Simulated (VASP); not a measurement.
# Ir (Fm-3m) in VASP: a series of runs, part 2 of 3

VASP 6.6.1. The steps go on from the part before.

### Step 4. Single point, LDA

INCAR

```
PREC = Accurate ; ENCUT = 520
EDIFF = 1E-6 ; ISMEAR = -1
SIGMA = 0.08 ; LREAL = False
LASPH = True ; NELM = 60
ALGO = Normal ; ISIF = 2
LWAVE = False ; LCHARG = False
GGA = CA ; NBANDS = 10
```

KPOINTS

```
regular mesh
0
Gamma
  19 19 19
```

POSCAR

```
Ir
1.0
    0.0000000000      1.6930476931      1.6930476931
    1.6930476931      0.0000000000      1.6930476931
    1.6930476931      1.6930476931      0.0000000000
Ir
1
Direct
    0.0000000000      0.0000000000      0.0000000000
```

Potentials or basis: VASP PAW LDA potentials, release 64 (Ir).

Run with:

```
cat potpaw_LDA.64/Ir/POTCAR > POTCAR
mpirun -np 1 vasp_std > vasp.out
```

OUTCAR:

```text
PREC = Accurate
   ENCUT = 520
   EDIFF = 1E-6
   ISMEAR = -1
   LREAL = False
   LASPH = True
   NELM = 60
   ISIF = 2
   GGA = CA

 ion  position               nearest neighbor table
   1  0.000  0.000  0.000-

  LATTYP: Found a face centered cubic cell.
 ALAT       =     3.3860953862

  Lattice vectors:

 A1 = (   0.0000000000,   1.6930476931,   1.6930476931)
 A2 = (   1.6930476931,   0.0000000000,   1.6930476931)
 A3 = (   1.6930476931,   1.6930476931,   0.0000000000)

Analysis of symmetry for initial positions (statically):
=====================================================================
 Subroutine PRICEL returns:
 Original cell was already a primitive cell.

 Routine SETGRP: Setting up the symmetry group for a
 face centered cubic supercell.

 Subroutine GETGRP returns: Found 48 space group operations
 (whereof 48 operations were pure point group operations)
 out of a pool of 48 trial point group operations.

The static configuration has the point symmetry O_h .
[... 155 lines left out ...]
  free energy    TOTEN  =        -7.03597466 eV

  energy without entropy =       -7.02295976  energy(sigma->0) =       -7.02946721

 E-fermi :  18.3244     XC(G=0): -16.3965

 val. band max:       18.3194287298   @ k =  -0.3684   0.2632   0.0000
 cond. band min:      18.3453561737   @ k =  -0.4211   0.4737   0.1053
 fundamental gap:      0.0259274439
 Fermi energy:        18.3243874535

 k-point     1 :       0.0000    0.0000    0.0000
  band No.  band energies     occupation
      1       2.8163      2.00000
      2      11.4291      2.00000
      3      11.4291      2.00000
      4      11.4291      2.00000
      5      16.2862      2.00000
      6      16.2862      2.00000
      7      31.0660      0.00000
      8      39.1521      0.00000
      9      39.1521      0.00000
     10      39.1521      0.00000
[... 287 lines left out ...]
 k-point    24 :      -0.2632    0.0526    0.0000
  band No.  band energies     occupation
      1       5.8874      2.00000
      2      11.3564      2.00000
      3      12.0440      2.00000
      4      12.1337      2.00000
      5      16.1740      2.00000
      6      17.8363      1.99553
      7      31.7055      0.00000
      8      38.4811      0.00000
      9      45.1428      0.00000
     10      45.9785      0.00000

 [... further k-points ...]
[... 5 lines left out ...]
  --------------------------------------------------------------------------------------
  -------------------------------------------------------------------------------------
  Total       21.3566411     21.3566411     21.3566411      0.0000000      0.0000000     -0.0000000
  in kB     3525.3801804   3525.3801804   3525.3801804      0.0000000      0.0000000     -0.0000000
  external PRESSURE =    3525.3801804 kB  Pullay stress =       0.0000000 kB

 VOLUME and BASIS-vectors are now :
 -----------------------------------------------------------------------------
  energy-cutoff  :      520.00
  volume of cell :        9.71
      direct lattice vectors                 reciprocal lattice vectors
     0.000000000  1.693047693  1.693047693    -0.295325408  0.295325408  0.295325408
     1.693047693  0.000000000  1.693047693     0.295325408 -0.295325408  0.295325408
     1.693047693  1.693047693  0.000000000     0.295325408  0.295325408 -0.295325408

 POSITION                                       TOTAL-FORCE (eV/Angst)
 -----------------------------------------------------------------------------------
      0.00000      0.00000      0.00000        -0.000000     -0.000000      0.000000
 -----------------------------------------------------------------------------------
    total drift:                                0.000000     -0.000000      0.000000

  FREE ENERGIE OF THE ION-ELECTRON SYSTEM (eV)
  ---------------------------------------------------
  free  energy   TOTEN  =        -7.0359746587 eV

  energy  without entropy=       -7.0229597634  energy(sigma->0) =       -7.02946721
```

OSZICAR:

```text
N       E                     dE             d eps       ncg     rms          rms(c)
DAV:   1     0.540586532332E+02    0.54059E+02   -0.45966E+03  4424   0.873E+02
DAV:   2    -0.682618881264E+01   -0.60885E+02   -0.58562E+02  4532   0.222E+02
DAV:   3    -0.760108349458E+01   -0.77489E+00   -0.77288E+00  5254   0.296E+01
DAV:   4    -0.760715247352E+01   -0.60690E-02   -0.60675E-02  5630   0.232E+00
DAV:   5    -0.760721964906E+01   -0.67176E-04   -0.67173E-04  5638   0.201E-01    0.430E+01
DAV:   6    -0.722541514780E+01    0.38180E+00   -0.11907E-01  5098   0.410E+00    0.236E+01
DAV:   7    -0.703889657961E+01    0.18652E+00   -0.12953E-01  5308   0.374E+00    0.103E+00
DAV:   8    -0.703594796975E+01    0.29486E-02   -0.40475E-03  4934   0.968E-01    0.214E-01
DAV:   9    -0.703597175004E+01   -0.23780E-04   -0.49596E-05  6388   0.769E-02    0.321E-02
DAV:  10    -0.703597471136E+01   -0.29613E-05   -0.45527E-06  5108   0.358E-02    0.315E-03
DAV:  11    -0.703597465865E+01    0.52709E-07   -0.40971E-08  2776   0.205E-03
   1 F= -.70359747E+01 E0= -.70294672E+01  d E =-.130149E-01
```

stdout:

```text
POSCAR found type information on POSCAR Ir
 POSCAR found :  1 types and       1 ions
 scaLAPACK will be used
 LDA part: xc-table for (Slater(with rela. corr.)+CA(PZ))
 , standard interpolation
 POSCAR, INCAR and KPOINTS ok, starting setup
 FFT: planning ... GRIDC
 FFT: planning ... GRID_SOFT
 FFT: planning ... GRID
 WAVECAR not read
 entering main loop
```

Run time: 10 s. Hardware: 1 thread of AMD EPYC 9R45 (Zen 5), shared host; peak memory 0.11 GiB.

What came out:

| Property | Result |
| --- | --- |
| Free energy | -7.0360 eV |
| Pressure | 352.5 GPa |

Caveat: spin-orbit coupling is left out, which moves the levels of the heavy elements.

### Step 5. Single point, LDA

INCAR

```
SYSTEM = Ir
PREC = Accurate
ENCUT = 520
EDIFF = 1E-7
ISMEAR = -1
SIGMA = 0.08
LREAL = .False.
LASPH = .True.
NELM = 80
ALGO = Normal
ISIF = 2
LWAVE = .False.
LCHARG = .True.
LELF = .True.
LVHAR = .True.
NBANDS = 10
```

KPOINTS

```
regular mesh
0
Gamma
  19 19 19
  0 0 0
```

POSCAR

```
Ir
1.0
    0.0000000000      1.6927322839      1.6927322839
    1.6927322839      0.0000000000      1.6927322839
    1.6927322839      1.6927322839      0.0000000000
Ir
1
Direct
    0.0000000000      0.0000000000      0.0000000000
```

Potentials or basis: VASP PAW LDA potentials, release 64 (Ir).

Run with:

```
cat potpaw_LDA.64/Ir/POTCAR > POTCAR
mpirun -np 1 vasp_std > vasp.out
```

OUTCAR:

```text
SYSTEM = Ir
   PREC = Accurate
   ENCUT = 520
   EDIFF = 1E-7
   ISMEAR = -1
   LREAL = .False.
   LASPH = .True.
   NELM = 80
   ISIF = 2

 ion  position               nearest neighbor table
   1  0.000  0.000  0.000-

  LATTYP: Found a face centered cubic cell.
 ALAT       =     3.3854645678

  Lattice vectors:

 A1 = (   0.0000000000,   1.6927322839,   1.6927322839)
 A2 = (   1.6927322839,   0.0000000000,   1.6927322839)
 A3 = (   1.6927322839,   1.6927322839,   0.0000000000)

Analysis of symmetry for initial positions (statically):
=====================================================================
 Subroutine PRICEL returns:
 Original cell was already a primitive cell.

 Routine SETGRP: Setting up the symmetry group for a
 face centered cubic supercell.

 Subroutine GETGRP returns: Found 48 space group operations
 (whereof 48 operations were pure point group operations)
 out of a pool of 48 trial point group operations.

The static configuration has the point symmetry O_h .

Analysis of symmetry for dynamics (positions and initial velocities):
=====================================================================
 Subroutine PRICEL returns:
 Original cell was already a primitive cell.

 Routine SETGRP: Setting up the symmetry group for a
 face centered cubic supercell.

 Subroutine GETGRP returns: Found 48 space group operations
 (whereof 48 operations were pure point group operations)
 out of a pool of 48 trial point group operations.

The dynamic configuration has the point symmetry O_h .

 Subroutine INISYM returns: Found 48 space group operations
 (whereof 48 operations are pure point group operations),
 and found     1 'primitive' translations

----------------------------------------------------------------------------------------

                                     Primitive cell

  volume of cell :       9.7005

  direct lattice vectors                    reciprocal lattice vectors
     0.000000000  1.692732284  1.692732284    -0.295380436  0.295380436  0.295380436
     1.692732284  0.000000000  1.692732284     0.295380436 -0.295380436  0.295380436
     1.692732284  1.692732284  0.000000000     0.295380436  0.295380436 -0.295380436

  length of vectors
     2.393884953  2.393884953  2.393884953     0.511613923  0.511613923  0.511613923

  position of ions in fractional coordinates (direct lattice)
     0.000000000  0.000000000  0.000000000

  ion indices of the primitive-cell ions
   primitive index   ion index
                 1           1

----------------------------------------------------------------------------------------

 KPOINTS: regular mesh

Automatic generation of k-mesh.
 Grid dimensions read from file:
 generate k-points for:   19   19   19

 Generating k-lattice:

  Cartesian coordinates                     Fractional coordinates (reciprocal lattice)
    -0.015546339  0.015546339  0.015546339     0.052631579  0.000000000  0.000000000
     0.015546339 -0.015546339  0.015546339     0.000000000  0.052631579  0.000000000
     0.015546339  0.015546339 -0.015546339     0.000000000  0.000000000  0.052631579

  Length of vectors
     0.026927049  0.026927049  0.026927049

  Shift w.r.t. Gamma in fractional coordinates (k-lattice)
     0.000000000  0.000000000  0.000000000

 Subroutine IBZKPT returns following result:
 ===========================================

 Found    220 irreducible k-points:

 Following reciprocal coordinates:
            Coordinates               Weight
  0.000000  0.000000  0.000000      1.000000
  0.052632  0.000000  0.000000      8.000000
  0.105263  0.000000  0.000000      8.000000
  0.157895  0.000000  0.000000      8.000000
  0.210526  0.000000  0.000000      8.000000
  0.263158  0.000000  0.000000      8.000000
[... 16 lines left out ...]
 -0.315789  0.052632  0.000000     24.000000
 -0.263158  0.052632  0.000000     24.000000
 [... further k-points ...]
   k-points           NKPTS =    220   k-points in BZ     NKDIM =    220   number of bands    NBANDS=     10
   number of dos      NEDOS =    301   number of ions     NIONS =      1
   total plane-waves  NPLWV =   5832
   dimension x,y,z NGX =    18 NGY =   18 NGZ =   18
   dimension x,y,z NGXF=    36 NGYF=   36 NGZF=   36
   ions per type =               1
   NGX,Y,Z   is equivalent  to a cutoff of  12.50, 12.50, 12.50 a.u.
   NGXF,Y,Z  is equivalent  to a cutoff of  25.00, 25.00, 25.00 a.u.
 SYSTEM =  Ir
   PREC   = accura    normal or accurate (medium, high low for compatibility)
   ISTART =      0    job   : 0-new  1-cont  2-samecut
   ICHARG =      2    charge: 1-file 2-atom 10-const
   ISPIN  =      1    spin polarized calculation?
   LNONCOLLINEAR =      F non collinear calculations
   LSORBIT =      F    spin-orbit coupling
   LASPH  =      T    aspherical Exc in radial PAW
   ENCUT  =  520.0 eV  38.22 Ry    6.18 a.u.   4.45  4.45  4.45*2*pi/ulx,y,z
   NELM   =     80;   NELMIN=  2; NELMDL= -5     # of ELM steps
   EDIFF  = 0.1E-06   stopping-criterion for ELM
   LREAL  =      F    real-space projection
   EDIFFG = 0.1E-05   stopping-criterion for IOM
   NSW    =      0    number of steps for IOM
   IBRION =     -1    ionic relax: 0-MD 1-quasi-New 2-CG
   NFREE  =      0    steps in history (QN), initial steepest desc. (CG)
   ISIF   =      2    stress and relaxation
   ISYM   =      2    0-nonsym 1-usesym 2-fastsym
   POTIM  = 0.5000    time-step for ionic-motion
   TEBEG  =    0.0;   TEEND  =   0.0 temperature during run
   PSTRESS=    0.0 pullay stress
   NELECT =       9.0000    total number of electrons
   NUPDOWN=      -1.0000    fix difference up-down
   EMIN   =  10.00;   EMAX   =-10.00  energy-range for DOS
   EFERMI =   0.00;   METHOD = LEGACY
   ISMEAR =    -1;   SIGMA  =   0.08  broadening in eV -4-tet -1-fermi 0-gaus
   EFERMI_NEDOS =   21; number of points for ismear=-14 and -15
   IALGO  =     38    algorithm
   IMIX   =      4    mixing-type and parameters
     AMIX     =   0.40;   BMIX     =  1.00
     AMIX_MAG =   1.60;   BMIX_MAG =  1.00
  volume/ion in A,a.u.               =       9.70        65.46
  Fermi-wavevector in a.u.,A,eV,Ry     =   1.596703  3.017331 34.687502  2.549459
  Thomas-Fermi vector in A             =   2.694424
   LORBIT       =      0    0 simple, 1 ext, 2 COOP (PROOUT), +10 PAW based schemes
   GGA     = CA    functional components
   LHFCALC =     F    Hartree Fock is set to
   AEXX    =    0.0000 exact exchange contribution
   IVDW    =     0    specifies the selected vdW correction
   LEPSILON=     F    determine dielectric tensor
   LRPA    =     F    only Hartree local field effects (RPA)
 non-spin polarized calculation
  energy-cutoff  :      520.00
  volume of cell :        9.70
 maximum number of plane-waves:       274
 NGX is ok and might be reduce to    18
   NGX =  9   NGY =  9   NGZ =  9

 number of electron       9.0000000 magnetization

 Free energy of the ion-electron system (eV)
  ---------------------------------------------------
  ext. energy  EPLUGINS =         0.00000000
  ---------------------------------------------------
  free energy    TOTEN  =        -7.02401958 eV

  energy without entropy =       -7.01101939  energy(sigma->0) =       -7.01751948

 E-fermi :  18.3385     XC(G=0): -16.3999

 val. band max:       18.3332950522   @ k =  -0.3684   0.2632   0.0000
 cond. band min:      18.3593474180   @ k =  -0.4211   0.4737   0.1053
 fundamental gap:      0.0260523658
 Fermi energy:        18.3385317564

 k-point     1 :       0.0000    0.0000    0.0000
  band No.  band energies     occupation
      1       2.8236      2.00000
      2      11.4375      2.00000
      3      11.4375      2.00000
      4      11.4375      2.00000
      5      16.2986      2.00000
      6      16.2986      2.00000
      7      31.0764      0.00000
      8      39.1667      0.00000
      9      39.1667      0.00000
     10      39.1667      0.00000

 k-point     2 :       0.0526    0.0000    0.0000
  band No.  band energies     occupation
      1       3.0178      2.00000
      2      11.3144      2.00000
      3      11.5290      2.00000
      4      11.5290      2.00000
      5      16.2160      2.00000
      6      16.2160      2.00000
      7      31.4483      0.00000
      8      38.3217      0.00000
      9      39.5155      0.00000
     10      39.5155      0.00000
[... 274 lines left out ...]
 k-point    24 :      -0.2632    0.0526    0.0000
  band No.  band energies     occupation
      1       5.8947      2.00000
      2      11.3664      2.00000
      3      12.0530      2.00000
      4      12.1425      2.00000
      5      16.1860      2.00000
      6      17.8499      1.99556
      7      31.7176      0.00000
      8      38.5017      0.00000
      9      45.1624      0.00000
     10      46.0001      0.00000

 [... further k-points ...]
[... 5 lines left out ...]
  --------------------------------------------------------------------------------------
  -------------------------------------------------------------------------------------
  Total       21.4056808     21.4056808     21.4056808     -0.0000000      0.0000000      0.0000000
  in kB     3535.4508130   3535.4508130   3535.4508130     -0.0000000      0.0000000      0.0000000
  external PRESSURE =    3535.4508130 kB  Pullay stress =       0.0000000 kB

 VOLUME and BASIS-vectors are now :
 -----------------------------------------------------------------------------
  energy-cutoff  :      520.00
  volume of cell :        9.70
      direct lattice vectors                 reciprocal lattice vectors
     0.000000000  1.692732284  1.692732284    -0.295380436  0.295380436  0.295380436
     1.692732284  0.000000000  1.692732284     0.295380436 -0.295380436  0.295380436
     1.692732284  1.692732284  0.000000000     0.295380436  0.295380436 -0.295380436

 POSITION                                       TOTAL-FORCE (eV/Angst)
 -----------------------------------------------------------------------------------
      0.00000      0.00000      0.00000        -0.000000      0.000000     -0.000000
 -----------------------------------------------------------------------------------
    total drift:                                0.000000     -0.000000      0.000000

  FREE ENERGIE OF THE ION-ELECTRON SYSTEM (eV)
  ---------------------------------------------------
  free  energy   TOTEN  =        -7.0240195781 eV

  energy  without entropy=       -7.0110193909  energy(sigma->0) =       -7.01751948
```

OSZICAR:

```text
N       E                     dE             d eps       ncg     rms          rms(c)
DAV:   1     0.536751324306E+02    0.53675E+02   -0.46822E+03  4408   0.883E+02
DAV:   2    -0.680800066244E+01   -0.60483E+02   -0.58289E+02  4530   0.222E+02
DAV:   3    -0.758957030662E+01   -0.78157E+00   -0.78000E+00  5222   0.298E+01
DAV:   4    -0.759565251104E+01   -0.60822E-02   -0.60807E-02  5458   0.237E+00
DAV:   5    -0.759573511388E+01   -0.82603E-04   -0.82600E-04  5714   0.237E-01    0.430E+01
DAV:   6    -0.721371144176E+01    0.38202E+00   -0.11848E-01  5108   0.409E+00    0.236E+01
DAV:   7    -0.702692364988E+01    0.18679E+00   -0.12926E-01  5296   0.373E+00    0.103E+00
DAV:   8    -0.702399207286E+01    0.29316E-02   -0.40283E-03  4918   0.966E-01    0.211E-01
DAV:   9    -0.702401674111E+01   -0.24668E-04   -0.50429E-05  6382   0.775E-02    0.321E-02
DAV:  10    -0.702401963163E+01   -0.28905E-05   -0.45926E-06  5270   0.359E-02    0.311E-03
DAV:  11    -0.702401957806E+01    0.53570E-07   -0.43368E-08  4620   0.204E-03
   1 F= -.70240196E+01 E0= -.70175195E+01  d E =-.130002E-01
```

stdout:

```text
POSCAR found type information on POSCAR Ir
 POSCAR found :  1 types and       1 ions
 scaLAPACK will be used
 LDA part: xc-table for (Slater(with rela. corr.)+CA(PZ))
 , standard interpolation
 POSCAR, INCAR and KPOINTS ok, starting setup
 FFT: planning ... GRIDC
 FFT: planning ... GRID_SOFT
 FFT: planning ... GRID
 WAVECAR not read
 entering main loop
```

It took 11 s on 1 thread of AMD EPYC 9R45 (Zen 5), shared host; peak memory 0.11 GiB.

What came out:

* Free energy: -7.0240 eV
* Pressure: 353.5 GPa

Caveat: spin-orbit coupling is left out, which moves the levels of the heavy elements.

[end of part 2 of 3]
